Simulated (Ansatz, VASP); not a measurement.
**One calculation of HfN, two programs**

Contents of POSCAR:

```
HfN
1.0
    0.0000000000      2.4548220000      2.4548220000
    2.4548220000      0.0000000000      2.4548220000
    2.4548220000      2.4548220000      0.0000000000
Hf N
1 1
Direct
    0.0000000000      0.0000000000      0.0000000000
    0.7500000000      0.7500000000      0.7500000000
```

Contents of INCAR.step1:

```
PREC     = Accurate       # precision mode
ENCUT    = 660            # plane-wave cutoff, eV
ISMEAR   = 0              # smearing method
SIGMA    = 0.1            # smearing width, eV
LREAL    = F              # projectors in reciprocal space
LASPH    = T              # aspherical terms in the spheres
NELM     = 120            # most SCF steps
NBANDS   = 14             # bands
GGA      = PE             # functional
ALGO     = Normal         # electronic algorithm
EDIFF    = 1E-5           # SCF threshold, eV
LWAVE    = T              # write WAVECAR
LCHARG   = F              # write CHGCAR
GGA_COMPAT= F
```

Contents of INCAR.step2:

```
PREC     = Accurate       # precision mode
ENCUT    = 660            # plane-wave cutoff, eV
EDIFF    = 1E-6           # SCF threshold, eV
ISMEAR   = 0              # smearing method
SIGMA    = 0.1            # smearing width, eV
LREAL    = F              # projectors in reciprocal space
LASPH    = T              # aspherical terms in the spheres
NELM     = 120            # most SCF steps
ALGO     = Normal         # electronic algorithm
ISIF     = 2              # what is computed and relaxed
LWAVE    = F              # write WAVECAR
LCHARG   = T              # write CHGCAR
METAGGA  = R2SCAN         # meta-GGA
LMIXTAU  = T            
LELF     = T              # ELF
LVHAR    = T            
NBANDS   = 14             # bands
ISTART   = 1            
GGA_COMPAT= F
```

The input KPOINTS:

```
Automatic mesh
0
Gamma
  6 6 6
```

Input for Ansatz:

```yaml
crystal:
  lattice:
    - [0.0, 2.454822, 2.454822]
    - [2.454822, 0.0, 2.454822]
    - [2.454822, 2.454822, 0.0]
  atoms:
    - { symbol: Hf, position: [0.0, 0.0, 0.0] }
    - { symbol: "N", position: [0.75, 0.75, 0.75] }
basis:
  ecutwfc: 500
kpoints:
  mp_grid: { grid: [6, 6, 6] }
hamiltonian:
  xc: r2scan
scf:
  occupations: { method: gaussian, width: 0.1 }
output:
  forces: true
  stress: true
  eigenvalues: true
```

Alike in both runs: task single point; functional r2SCAN; k mesh 6 × 6 × 6; occupations gaussian, width 0.1 eV; no spin polarisation.

|  | VASP | Ansatz |
| --- | --- | --- |
| version | VASP 6.6.1 | Ansatz 0.2.0 |
| potentials or method | VASP PAW PBE potentials, release 64 (Hf_pv, N), cutoff 660 eV | scalar-relativistic, plane waves, PAW |
| valence electrons in the cell | 15 | 31 |

|  | VASP | Ansatz | Ansatz less VASP |
| --- | --- | --- | --- |
| gap on the k mesh at the Fermi level (eV) | none | none | - |
| pressure (GPa) | -3.6 | -2.3 | +1.35 |

VASP's potentials were made for PBE, not for r2SCAN. A gap of «none» marks a metal or a gap that the smearing closes. The functional is the same, so the differences come from potentials, cutoffs and numerics. VASP's potentials hold 15 valence electrons a cell and Ansatz's 31, so a difference there can come from the potentials and not from the codes.

The k mesh is coarse, so the values compare programs but aren't converged. Neither program's run includes spin-orbit coupling.
